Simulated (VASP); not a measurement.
# CdS (P6_3mc) in VASP: relaxation of the atoms with r2SCAN

Aim: the relaxation of the atoms of CdS with r2SCAN.

Program: VASP 6.6.1. These are calculated values, not measurements. Logs are shortened: lines on timing, memory, paths and dates and some standing lists are left out, and cuts for length are marked.

**The experiment to reproduce.**

From “Isotope dependence of band-gap energy”, 2008, arxiv:0807.2152, for a bulk crystal of CdS: band gap 2.5809 ± 0.0002 eV.

The results are compared with them further down.

## Step 1: The cell of the first run

Symmetry: P6_3mc, No. 186, hexagonal system. Conventional cell: a = 4.164 Å, b = 4.164 Å, c = 6.765 Å, α = 90.00°, β = 90.00°, γ = 120.00°. Within 3.4 Å of Cd (site symmetry 3m) lie 4 S at 2.54 to 2.55 Å. S (site symmetry 3m) has 4 Cd at 2.54 to 2.55 Å within 3.4 Å.

## Step 2: Relaxation of the atoms, r2SCAN

File POSCAR:

```
CdS
1.0
    4.1643074243      0.0000000000      0.0000000000
   -2.0821537122      3.6063960186      0.0000000000
    0.0000000000      0.0000000000      6.7652498085
Cd S
2 2
Direct
    0.3333333333      0.6666666667      0.0040756949
    0.6666666667      0.3333333333      0.5040756949
    0.3333333333      0.6666666667      0.3809243051
    0.6666666667      0.3333333333      0.8809243051
```

File INCAR.step1:

```
SYSTEM = CdS
ALGO = Normal ; EDIFF = 1E-4
ENCUT = 520 ; GGA = PE
ISMEAR = 0 ; LASPH = .True.
LCHARG = .False. ; LREAL = .False.
LWAVE = .True. ; NELM = 60
PREC = Accurate ; SIGMA = 0.05
```

File INCAR.step2:

```
SYSTEM = CdS
ALGO = Normal ; EDIFF = 1E-7
EDIFFG = -0.001 ; ENCUT = 520
IBRION = 2 ; ISIF = 2
ISMEAR = 0 ; ISTART = 1
LASPH = .True. ; LCHARG = .False.
LMIXTAU = .True. ; LREAL = .False.
LWAVE = .False. ; METAGGA = R2SCAN
NELM = 60 ; NSW = 60
PREC = Accurate ; SIGMA = 0.05
```

File KPOINTS:

```
k-points
0
Gamma
  6 6 4
  0 0 0
```

Potentials or basis: VASP PAW PBE potentials, release 64 (Cd, S).

Launch:

```sh
> cat potpaw_PBE.64/Cd/POTCAR potpaw_PBE.64/S/POTCAR > POTCAR
> cp INCAR.step1 INCAR
> mpirun -np 1 vasp_std > vasp.out
> cp INCAR.step2 INCAR
> mpirun -np 1 vasp_std > vasp.out
```

OUTCAR:

```text
SYSTEM = CdS
   EDIFF = 1E-7
   EDIFFG = -0.001
   ENCUT = 520
   IBRION = 2
   ISIF = 2
   ISMEAR = 0
   ISTART = 1
   LASPH = .True.
   LREAL = .False.
   METAGGA = R2SCAN
   NELM = 60
   NSW = 60
   PREC = Accurate

 ion  position               nearest neighbor table
   1  0.333  0.667  0.004-   4 2.54   4 2.54   4 2.54   3 2.55
   2  0.667  0.333  0.504-   3 2.54   3 2.54   3 2.54   4 2.55
   3  0.333  0.667  0.381-   2 2.54   2 2.54   2 2.54   1 2.55
   4  0.667  0.333  0.881-   1 2.54   1 2.54   1 2.54   2 2.55

  LATTYP: Found a hexagonal cell.
 ALAT       =     4.1643074243
 C/A-ratio  =     1.6245798206

  Lattice vectors:

 A1 = (   4.1643074243,   0.0000000000,   0.0000000000)
 A2 = (  -2.0821537122,   3.6063960186,   0.0000000000)
 A3 = (   0.0000000000,   0.0000000000,   6.7652498085)

Analysis of symmetry for initial positions (statically):
=====================================================================
 Subroutine PRICEL returns:
 Original cell was already a primitive cell.

 Routine SETGRP: Setting up the symmetry group for a
 hexagonal supercell.

 Subroutine GETGRP returns: Found 12 space group operations
 (whereof  6 operations were pure point group operations)
 out of a pool of 24 trial point group operations.

The static configuration has the point symmetry C_3v.
 The point group associated with its full space group is C_6v.

Analysis of symmetry for dynamics (positions and initial velocities):
=====================================================================
 Subroutine PRICEL returns:
 Original cell was already a primitive cell.

 Routine SETGRP: Setting up the symmetry group for a
 hexagonal supercell.

 Subroutine GETGRP returns: Found 12 space group operations
 (whereof  6 operations were pure point group operations)
 out of a pool of 24 trial point group operations.

The dynamic configuration has the point symmetry C_3v.
 The point group associated with its full space group is C_6v.

 Subroutine INISYM returns: Found 12 space group operations
[... 155 lines left out ...]
  Total        0.1889648      0.1889648      0.2100227     -0.0000000      0.0000000      0.0000000
  in kB        2.9798293      2.9798293      3.3118972     -0.0000000      0.0000000      0.0000000
  external PRESSURE =       3.0905186 kB  Pullay stress =       0.0000000 kB

 VOLUME and BASIS-vectors are now :
 -----------------------------------------------------------------------------
  energy-cutoff  :      520.00
  volume of cell :      101.60
      direct lattice vectors                 reciprocal lattice vectors
     4.164307424  0.000000000  0.000000000     0.240135969  0.138642567  0.000000000
    -2.082153712  3.606396019  0.000000000     0.000000000  0.277285133  0.000000000
     0.000000000  0.000000000  6.765249809     0.000000000  0.000000000  0.147814202

 POSITION                                       TOTAL-FORCE (eV/Angst)
 -----------------------------------------------------------------------------------
     -0.00000      2.40426      0.02757        -0.000000      0.000000     -0.002383
      2.08215      1.20213      3.41020         0.000000     -0.000000     -0.002383
     -0.00000      2.40426      2.57705        -0.000000      0.000000      0.002383
      2.08215      1.20213      5.95967        -0.000000     -0.000000      0.002383
 -----------------------------------------------------------------------------------
    total drift:                               -0.000000     -0.000000      0.006382

  FREE ENERGIE OF THE ION-ELECTRON SYSTEM (eV)
  ---------------------------------------------------
  free  energy   TOTEN  =       -59.3808814565 eV

  energy  without entropy=      -59.3808814565  energy(sigma->0) =      -59.38088146

--------------------------------------- Ionic step        2  -------------------------------------------

 number of electron      36.0000005 magnetization

 Free energy of the ion-electron system (eV)
  ---------------------------------------------------
  ext. energy  EPLUGINS =         0.00000000
  ---------------------------------------------------
  free energy    TOTEN  =       -59.38088220 eV

  energy without entropy =      -59.38088220  energy(sigma->0) =      -59.38088220

 E-fermi :   1.0972     XC(G=0):  -9.6100

 val. band max:        0.8466317041   @ k =   0.0000   0.0000   0.0000
 cond. band min:       2.4734533475   @ k =   0.0000   0.0000   0.0000
 fundamental gap:      1.6268216434
 Fermi energy:         1.0972143188

 k-point     1 :       0.0000    0.0000    0.0000
  band No.  band energies     occupation
      1     -11.8833      2.00000
      2     -11.4691      2.00000
      3      -7.0153      2.00000
      4      -7.0097      2.00000
      5      -7.0097      2.00000
      6      -6.9232      2.00000
[... 514 lines left out ...]
     21       7.2681      0.00000
     22       7.2681      0.00000

------------------------ aborting loop because EDIFF is reached ----------------------------------------

  FORCE on cell =-STRESS in cart. coord.  units (eV):
  Direction    XX          YY          ZZ          XY          YZ          ZX
  --------------------------------------------------------------------------------------
  -------------------------------------------------------------------------------------
  Total        0.1907717      0.1907717      0.2067860     -0.0000000      0.0000000      0.0000000
  in kB        3.0083230      3.0083230      3.2608562     -0.0000000      0.0000000      0.0000000
  external PRESSURE =       3.0925008 kB  Pullay stress =       0.0000000 kB

 VOLUME and BASIS-vectors are now :
 -----------------------------------------------------------------------------
  energy-cutoff  :      520.00
  volume of cell :      101.60
      direct lattice vectors                 reciprocal lattice vectors
     4.164307424  0.000000000  0.000000000     0.240135969  0.138642567  0.000000000
    -2.082153712  3.606396019  0.000000000     0.000000000  0.277285133  0.000000000
     0.000000000  0.000000000  6.765249809     0.000000000  0.000000000  0.147814202

 POSITION                                       TOTAL-FORCE (eV/Angst)
 -----------------------------------------------------------------------------------
     -0.00000      2.40426      0.02746        -0.000000     -0.000000     -0.000989
      2.08215      1.20213      3.41008         0.000000      0.000000     -0.000989
     -0.00000      2.40426      2.57716        -0.000000     -0.000000      0.000989
      2.08215      1.20213      5.95979        -0.000000      0.000000      0.000989
 -----------------------------------------------------------------------------------
    total drift:                               -0.000000     -0.000000      0.006174

  FREE ENERGIE OF THE ION-ELECTRON SYSTEM (eV)
  ---------------------------------------------------
  free  energy   TOTEN  =       -59.3808821968 eV

  energy  without entropy=      -59.3808821968  energy(sigma->0) =      -59.38088220

 reached required accuracy - stopping structural energy minimisation
```

OUTCAR.step1:

```text
SYSTEM = CdS
   EDIFF = 1E-4
   ENCUT = 520
   GGA = PE
   ISMEAR = 0
   LASPH = .True.
   LREAL = .False.
   NELM = 60
[... 749 lines left out ...]
      2.08215      1.20213      3.41020        -0.000000      0.000000     -0.000540
     -0.00000      2.40426      2.57705        -0.000000      0.000000      0.000540
      2.08215      1.20213      5.95967         0.000000     -0.000000      0.000540
 -----------------------------------------------------------------------------------
    total drift:                               -0.000000     -0.000000      0.000005

  FREE ENERGIE OF THE ION-ELECTRON SYSTEM (eV)
  ---------------------------------------------------
  free  energy   TOTEN  =       -12.2811418445 eV

  energy  without entropy=      -12.2811418445  energy(sigma->0) =      -12.28114184
```

Wall time 2.3 min (1 thread of Intel Xeon Platinum 8488C (Sapphire Rapids), shared host); peak memory 0.25 GiB.

Results:

| Property | Result |
| --- | --- |
| Free energy | -59.3809 eV |
| Energy gained by relaxing | 0.0 meV/atom |
| Ionic steps | 2 |
| Pressure after relaxing | 0.3 GPa |
| Band gap on the k mesh | 1.63 eV |

Final structure:
```
Cd S
1.0
     4.16431    0.00000    0.00000
    -2.08215    3.60640    0.00000
     0.00000    0.00000    6.76525
Cd S
2 2
Direct
  0.33333 0.66667 0.00406
  0.66667 0.33333 0.50406
  0.33333 0.66667 0.38094
  0.66667 0.33333 0.88094
```

Caveat: the PAW data sets were made with another functional, which shifts forces and pressure a little.

## Step 3: Against experiment

Step 2. A measured gap of CdS is 2.5809 eV (quoted in “Isotope dependence of band-gap energy”, 2008, arxiv:0807.2152); the calculated 1.63 eV misses it by -0.95 eV. Spin-orbit coupling on Cd is left out. The value is that of r2SCAN, without temperature or zero-point motion.
